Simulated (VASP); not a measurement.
# MoS2 in VASP: a series of runs

The runs below take MoS2 through single point, with r2SCAN.

Program: VASP 6.6.1. These are calculated values, not measurements. Logs are shortened: lines on timing, memory, paths and dates and some standing lists are left out, and cuts for length are marked.

**1. The cell of the first run**

The cell holds a slab with vacuum, 12 atoms: a = 3.184 Å, b = 3.184 Å, c = 31.593 Å, α = 90.00°, β = 90.00°, γ = 120.00°.

**2. Single point, r2SCAN (23.11 Å³/atom)**

Input file POSCAR:

```
MoS2
1.0
    3.1838842974      0.0000000000      0.0000000000
   -1.5919421487      2.7573246843      0.0000000000
    0.0000000000      0.0000000000     31.5933912656
Mo S
4 8
Direct
    0.6666666667      0.3333333333      0.8970642492
    0.6666666667      0.3333333333      0.3085046842
    0.3333333333      0.6666666667      0.6914953158
    0.3333333333      0.6666666667      0.1029357508
    0.3333333333      0.6666666667      0.9462253732
    0.3333333333      0.6666666667      0.3576450252
    0.6666666667      0.3333333333      0.7406596108
    0.6666666667      0.3333333333      0.1520970953
    0.3333333333      0.6666666667      0.8479029047
    0.3333333333      0.6666666667      0.2593403892
    0.6666666667      0.3333333333      0.6423549748
    0.6666666667      0.3333333333      0.0537746268
```

Input file INCAR.step1:

```
  ALGO = Normal
  EDIFF = 1E-4
  ENCUT = 520
  GGA = PE
  ISMEAR = 0
  LASPH = True
  LCHARG = False
  LREAL = False
  LWAVE = True
  NBANDS = 64
  NELM = 80
  PREC = Accurate
  SIGMA = 0.02
```

Input file INCAR.step2:

```
  ALGO = Normal
  EDIFF = 1E-6
  ENCUT = 520
  ISIF = 2
  ISMEAR = 0
  ISTART = 1
  LASPH = True
  LCHARG = False
  LMIXTAU = True
  LREAL = False
  LWAVE = False
  METAGGA = R2SCAN
  NBANDS = 64
  NELM = 80
  PREC = Accurate
  SIGMA = 0.02
```

Input file KPOINTS:

```
k-points
0
Gamma
  12 12 1
```

Potentials or basis: VASP PAW PBE potentials, release 64 (Mo_sv, S).

The run is started by

```
> cat potpaw_PBE.64/Mo_sv/POTCAR potpaw_PBE.64/S/POTCAR > POTCAR
> cp INCAR.step1 INCAR
> mpirun -np 1 vasp_std > vasp.out
> cp INCAR.step2 INCAR
> mpirun -np 1 vasp_std > vasp.out
```

OUTCAR:

```text
EDIFF = 1E-6
   ENCUT = 520
   ISIF = 2
   ISMEAR = 0
   ISTART = 1
   LASPH = True
   LREAL = False
   METAGGA = R2SCAN
   NELM = 80
   PREC = Accurate

 ion  position               nearest neighbor table
   1  0.667  0.333  0.897-   5 2.41   5 2.41   5 2.41   9 2.41   9 2.41   9 2.41
   2  0.667  0.333  0.309-   6 2.41   6 2.41   6 2.41  10 2.41  10 2.41  10 2.41
   3  0.333  0.667  0.691-  11 2.41  11 2.41  11 2.41   7 2.41   7 2.41   7 2.41
   4  0.333  0.667  0.103-  12 2.41  12 2.41  12 2.41   8 2.41   8 2.41   8 2.41
   5  0.333  0.667  0.946-   1 2.41   1 2.41   1 2.41
   6  0.333  0.667  0.358-   2 2.41   2 2.41   2 2.41
   7  0.667  0.333  0.741-   3 2.41   3 2.41   3 2.41
   8  0.667  0.333  0.152-   4 2.41   4 2.41   4 2.41
   9  0.333  0.667  0.848-   1 2.41   1 2.41   1 2.41
  10  0.333  0.667  0.259-   2 2.41   2 2.41   2 2.41
  11  0.667  0.333  0.642-   3 2.41   3 2.41   3 2.41
  12  0.667  0.333  0.054-   4 2.41   4 2.41   4 2.41

  LATTYP: Found a hexagonal cell.
 ALAT       =     3.1838842974
 C/A-ratio  =     9.9229080942

  Lattice vectors:

 A1 = (   3.1838842974,   0.0000000000,   0.0000000000)
 A2 = (  -1.5919421487,   2.7573246843,   0.0000000000)
 A3 = (   0.0000000000,   0.0000000000,  31.5933912656)

Analysis of symmetry for initial positions (statically):
=====================================================================
 Subroutine PRICEL returns:
 Original cell was already a primitive cell.

 Routine SETGRP: Setting up the symmetry group for a
 hexagonal supercell.

 Subroutine GETGRP returns: Found 12 space group operations
 (whereof 12 operations were pure point group operations)
 out of a pool of 24 trial point group operations.

The static configuration has the point symmetry D_3d.

Analysis of symmetry for dynamics (positions and initial velocities):
=====================================================================
 Subroutine PRICEL returns:
 Original cell was already a primitive cell.

 Routine SETGRP: Setting up the symmetry group for a
 hexagonal supercell.

 Subroutine GETGRP returns: Found 12 space group operations
 (whereof 12 operations were pure point group operations)
 out of a pool of 24 trial point group operations.

The dynamic configuration has the point symmetry D_3d.

 Subroutine INISYM returns: Found 12 space group operations
 (whereof 12 operations are pure point group operations),
 and found     1 'primitive' translations

----------------------------------------------------------------------------------------

                                     Primitive cell

  volume of cell :     277.3585

  direct lattice vectors                    reciprocal lattice vectors
     3.183884297  0.000000000  0.000000000     0.314081765  0.181335192  0.000000000
    -1.591942149  2.757324684  0.000000000     0.000000000  0.362670383  0.000000000
     0.000000000  0.000000000 31.593391266     0.000000000  0.000000000  0.031652189

  length of vectors
     3.183884297  3.183884297 31.593391266     0.362670383  0.362670383  0.031652189

  position of ions in fractional coordinates (direct lattice)
     0.666666667  0.333333333  0.897064249
     0.666666667  0.333333333  0.308504684
     0.333333333  0.666666667  0.691495316
     0.333333333  0.666666667  0.102935751
     0.333333333  0.666666667  0.946225373
     0.333333333  0.666666667  0.357645025
     0.666666667  0.333333333  0.740659611
     0.666666667  0.333333333  0.152097095
     0.333333333  0.666666667  0.847902905
     0.333333333  0.666666667  0.259340389
     0.666666667  0.333333333  0.642354975
     0.666666667  0.333333333  0.053774627

  ion indices of the primitive-cell ions
   primitive index   ion index
                 1           1
                 2           2
                 3           3
                 4           4
                 5           5
                 6           6
                 7           7
                 8           8
                 9           9
                10          10
                11          11
                12          12

----------------------------------------------------------------------------------------

 KPOINTS: k-points

Automatic generation of k-mesh.
 Grid dimensions read from file:
 generate k-points for:   12   12    1

 Generating k-lattice:

  Cartesian coordinates                     Fractional coordinates (reciprocal lattice)
     0.026173480  0.015111266  0.000000000     0.083333333  0.000000000  0.000000000
     0.000000000  0.030222532  0.000000000     0.000000000  0.083333333  0.000000000
     0.000000000  0.000000000  0.031652189     0.000000000  0.000000000  1.000000000

  Length of vectors
     0.030222532  0.030222532  0.031652189

  Shift w.r.t. Gamma in fractional coordinates (k-lattice)
     0.000000000  0.000000000  0.000000000

 Subroutine IBZKPT returns following result:
 ===========================================

 Found     19 irreducible k-points:

 Following reciprocal coordinates:
            Coordinates               Weight
  0.000000  0.000000  0.000000      1.000000
  0.083333  0.000000  0.000000      6.000000
  0.166667  0.000000  0.000000      6.000000
  0.250000  0.000000  0.000000      6.000000
  0.333333  0.000000  0.000000      6.000000
  0.416667  0.000000  0.000000      6.000000
[... 11 lines left out ...]
  0.333333  0.250000  0.000000     12.000000
  0.333333  0.333333  0.000000      2.000000
   k-points           NKPTS =     19   k-points in BZ     NKDIM =     19   number of bands    NBANDS=     64
   number of dos      NEDOS =    301   number of ions     NIONS =     12
   total plane-waves  NPLWV = 138240
   dimension x,y,z NGX =    24 NGY =   24 NGZ =  240
   dimension x,y,z NGXF=    48 NGYF=   48 NGZF=  480
   ions per type =               4   8
   NGX,Y,Z   is equivalent  to a cutoff of  12.53, 12.53, 12.63 a.u.
   NGXF,Y,Z  is equivalent  to a cutoff of  25.06, 25.06, 25.26 a.u.
 SYSTEM =  unknown system
   PREC   = accura    normal or accurate (medium, high low for compatibility)
   ISTART =      1    job   : 0-new  1-cont  2-samecut
   ICHARG =      0    charge: 1-file 2-atom 10-const
   ISPIN  =      1    spin polarized calculation?
   LNONCOLLINEAR =      F non collinear calculations
   LSORBIT =      F    spin-orbit coupling
   LASPH  =      T    aspherical Exc in radial PAW
   ENCUT  =  520.0 eV  38.22 Ry    6.18 a.u.   5.92  5.92 58.74*2*pi/ulx,y,z
   NELM   =     80;   NELMIN=  2; NELMDL=  0     # of ELM steps
   EDIFF  = 0.1E-05   stopping-criterion for ELM
   LREAL  =      F    real-space projection
   EDIFFG = 0.1E-04   stopping-criterion for IOM
   NSW    =      0    number of steps for IOM
   IBRION =     -1    ionic relax: 0-MD 1-quasi-New 2-CG
   NFREE  =      0    steps in history (QN), initial steepest desc. (CG)
   ISIF   =      2    stress and relaxation
   ISYM   =      2    0-nonsym 1-usesym 2-fastsym
   POTIM  = 0.5000    time-step for ionic-motion
   TEBEG  =    0.0;   TEEND  =   0.0 temperature during run
   PSTRESS=    0.0 pullay stress
   NELECT =     104.0000    total number of electrons
   NUPDOWN=      -1.0000    fix difference up-down
   EMIN   =  10.00;   EMAX   =-10.00  energy-range for DOS
   EFERMI =   0.00;   METHOD = LEGACY
   ISMEAR =     0;   SIGMA  =   0.02  broadening in eV -4-tet -1-fermi 0-gaus
   EFERMI_NEDOS =   21; number of points for ismear=-14 and -15
   IALGO  =     38    algorithm
   IMIX   =      4    mixing-type and parameters
     AMIX     =   0.40;   BMIX     =  1.00
     AMIX_MAG =   1.60;   BMIX_MAG =  1.00
  volume/ion in A,a.u.               =      23.11       155.98
  Fermi-wavevector in a.u.,A,eV,Ry     =   1.180517  2.230853 18.961347  1.393620
  Thomas-Fermi vector in A             =   2.316808
   LORBIT       =      0    0 simple, 1 ext, 2 COOP (PROOUT), +10 PAW based schemes
   METAGGA = R2SCAN    functional components
   LHFCALC =     F    Hartree Fock is set to
   AEXX    =    0.0000 exact exchange contribution
   IVDW    =     0    specifies the selected vdW correction
   LEPSILON=     F    determine dielectric tensor
   LRPA    =     F    only Hartree local field effects (RPA)
 non-spin polarized calculation
 Gauss-broadening in eV      SIGMA  =   0.02
  energy-cutoff  :      520.00
  volume of cell :      277.36
 maximum number of plane-waves:      7518
 NGX is ok and might be reduce to    24
   NGX = 11   NGY = 11   NGZ =117

 number of electron     103.9999997 magnetization

 Free energy of the ion-electron system (eV)
  ---------------------------------------------------
  ext. energy  EPLUGINS =         0.00000000
  ---------------------------------------------------
  free energy    TOTEN  =      -180.12899220 eV

  energy without entropy =     -180.12899220  energy(sigma->0) =     -180.12899220

 E-fermi :   4.5245     XC(G=0):  -9.2541

 val. band max:        4.2702540519   @ k =   0.0000   0.0000   0.0000
 cond. band min:       5.5150439234   @ k =   0.3333   0.3333   0.0000
 fundamental gap:      1.2447898715
 Fermi energy:         4.5245296740

 k-point     1 :       0.0000    0.0000    0.0000
  band No.  band energies     occupation
      1     -59.0386      2.00000
      2     -59.0386      2.00000
      3     -59.0380      2.00000
      4     -59.0380      2.00000
      5     -32.4510      2.00000
      6     -32.4509      2.00000
[... 56 lines left out ...]
     63       6.9554      0.00000
     64       6.9597      0.00000

 k-point     2 :       0.0833    0.0000    0.0000
  band No.  band energies     occupation
      1     -59.0359      2.00000
      2     -59.0359      2.00000
      3     -59.0352      2.00000
      4     -59.0352      2.00000
      5     -32.4455      2.00000
      6     -32.4454      2.00000
[... 56 lines left out ...]
     63       6.8492      0.00000
     64       6.8855      0.00000

 k-point     3 :       0.1667    0.0000    0.0000
  band No.  band energies     occupation
      1     -59.0283      2.00000
      2     -59.0283      2.00000
      3     -59.0277      2.00000
      4     -59.0277      2.00000
      5     -32.4304      2.00000
      6     -32.4304      2.00000
[... 1061 lines left out ...]
     63       7.3387      0.00000
     64       7.4176      0.00000

 k-point    19 :       0.3333    0.3333    0.0000
  band No.  band energies     occupation
      1     -58.9920      2.00000
      2     -58.9920      2.00000
      3     -58.9914      2.00000
      4     -58.9914      2.00000
      5     -32.5427      2.00000
      6     -32.5427      2.00000
[... 56 lines left out ...]
     63       7.5343      0.00000
     64       7.5343      0.00000

------------------------ aborting loop because EDIFF is reached ----------------------------------------

  FORCE on cell =-STRESS in cart. coord.  units (eV):
  Direction    XX          YY          ZZ          XY          YZ          ZX
  --------------------------------------------------------------------------------------
  -------------------------------------------------------------------------------------
  Total        0.0946621      0.0946621     -0.1192820      0.0000000     -0.0000000      0.0000000
  in kB        0.5468209      0.5468209     -0.6890392      0.0000000     -0.0000000      0.0000000
  external PRESSURE =       0.1348675 kB  Pullay stress =       0.0000000 kB

 VOLUME and BASIS-vectors are now :
 -----------------------------------------------------------------------------
  energy-cutoff  :      520.00
  volume of cell :      277.36
      direct lattice vectors                 reciprocal lattice vectors
     3.183884297  0.000000000  0.000000000     0.314081765  0.181335192  0.000000000
    -1.591942149  2.757324684  0.000000000     0.000000000  0.362670383  0.000000000
     0.000000000  0.000000000 31.593391266     0.000000000  0.000000000  0.031652189

 POSITION                                       TOTAL-FORCE (eV/Angst)
 -----------------------------------------------------------------------------------
      1.59194      0.91911     28.34130        -0.000000      0.000000      0.000488
      1.59194      0.91911      9.74671        -0.000000      0.000000      0.000032
     -0.00000      1.83822     21.84668        -0.000000      0.000000     -0.000032
     -0.00000      1.83822      3.25209         0.000000     -0.000000     -0.000488
     -0.00000      1.83822     29.89447        -0.000000     -0.000000     -0.002185
     -0.00000      1.83822     11.29922        -0.000000      0.000000     -0.002369
      1.59194      0.91911     23.39995        -0.000000     -0.000000     -0.002954
      1.59194      0.91911      4.80526        -0.000000     -0.000000     -0.003292
     -0.00000      1.83822     26.78813        -0.000000      0.000000      0.003292
     -0.00000      1.83822      8.19344         0.000000     -0.000000      0.002954
      1.59194      0.91911     20.29417         0.000000      0.000000      0.002369
      1.59194      0.91911      1.69892        -0.000000      0.000000      0.002185
 -----------------------------------------------------------------------------------
    total drift:                                0.000000     -0.000000      0.000000

  FREE ENERGIE OF THE ION-ELECTRON SYSTEM (eV)
  ---------------------------------------------------
  free  energy   TOTEN  =      -180.1289921998 eV

  energy  without entropy=     -180.1289921998  energy(sigma->0) =     -180.12899220
```

Run time: 15 min. Hardware: 1 thread of Intel Xeon 6975P-C (Granite Rapids), shared host; peak memory 0.5 GiB.

What came out:

```yaml
Free_energy: -180.1290 eV
Largest_force: 0.003 eV/Å
Band_gap_on_the_k_mesh: 1.24 eV (least direct gap 1.74 eV)
```

Forces on the atoms (eV/Å):
```
Mo   0.000  0.000  0.000
Mo   0.000  0.000  0.000
Mo   0.000  0.000  0.000
Mo   0.000  0.000  0.000
S    0.000  0.000 -0.002
S    0.000  0.000 -0.002
S    0.000  0.000 -0.003
S    0.000  0.000 -0.003
S    0.000  0.000  0.003
S    0.000  0.000  0.003
S    0.000  0.000  0.002
S    0.000  0.000  0.002
```

Levels at points of the mesh, in eV from the valence-band top:
| k point | band 50 | band 51 | band 52 | band 53 | band 54 | band 55 |
| --- | --- | --- | --- | --- | --- | --- |
| (0.00, 0.00, 0.00) | -0.44 | -0.17 | 0.00 | 2.43 | 2.43 | 2.43 |
| (0.50, 0.00, 0.00) | -1.16 | -1.14 | -1.13 | 1.87 | 1.87 | 1.88 |

Caveat: there is no dipole correction, which matters where the two faces differ; the PAW data sets were made with another functional, which shifts forces and pressure a little.

(Continued in part 2 of 2.)
